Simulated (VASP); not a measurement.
Set up this calculation in VASP 6.6.1, as the native input.

```
Task                   : single point
Functional             : BLYP
Potentials or basis    : VASP PAW PBE potentials, release 64 (Lu)
Cutoff                 : 520 eV
k mesh                 : 13 × 13 × 13
Occupations            : fermi-dirac, width 0.1 eV
Spin                   : no spin polarisation
Dipole correction      : no
Further INCAR settings : ALGO = Normal; EDIFF = 1e-06; NBANDS = 18
```

The structure of Lu lies in POSCAR:

```
Lu
1.0
   -1.9085910373      1.9085910373      1.9085910373
    1.9085910373     -1.9085910373      1.9085910373
    1.9085910373      1.9085910373     -1.9085910373
Lu
1
Direct
    0.0000000000      0.0000000000      0.0000000000
```

This cell differs from its parent crystal: volume scaled by 0.92.

These files were run (other wordings do the same):

INCAR

```
PREC     = Accurate       # precision mode
ENCUT    = 520            # plane-wave cutoff, eV
EDIFF    = 1E-6           # SCF threshold, eV
ISMEAR   = -1             # smearing method
SIGMA    = 0.1            # smearing width, eV
LREAL    = F              # projectors in reciprocal space
LASPH    = T              # aspherical terms in the spheres
NELM     = 100            # most SCF steps
ALGO     = Normal         # electronic algorithm
ISIF     = 2              # what is computed and relaxed
LWAVE    = F              # write WAVECAR
LCHARG   = F              # write CHGCAR
GGA      = B5             # functional
ALDAX    = 1.0          
AGGAX    = 1.0          
AGGAC    = 1.0          
ALDAC    = 0.0          
NBANDS   = 18             # bands
```

KPOINTS

```
Automatic mesh
0
Gamma
  13 13 13
```

Potentials or basis: VASP PAW PBE potentials, release 64 (Lu).

The run is started by

```bash
$ cat potpaw_PBE.64/Lu/POTCAR > POTCAR
$ mpirun -np 1 vasp_std > vasp.out
```

Results of the run:

- Pressure: 4.3 GPa

Caveat: the PAW data sets were made with another functional, which shifts forces and pressure a little.

It took 44 s on 1 thread of Intel(R) Xeon(R) Platinum 8259CL CPU @ 2.50GHz (Skylake/Cascade Lake) (shared host), peak memory 0.19 GiB.
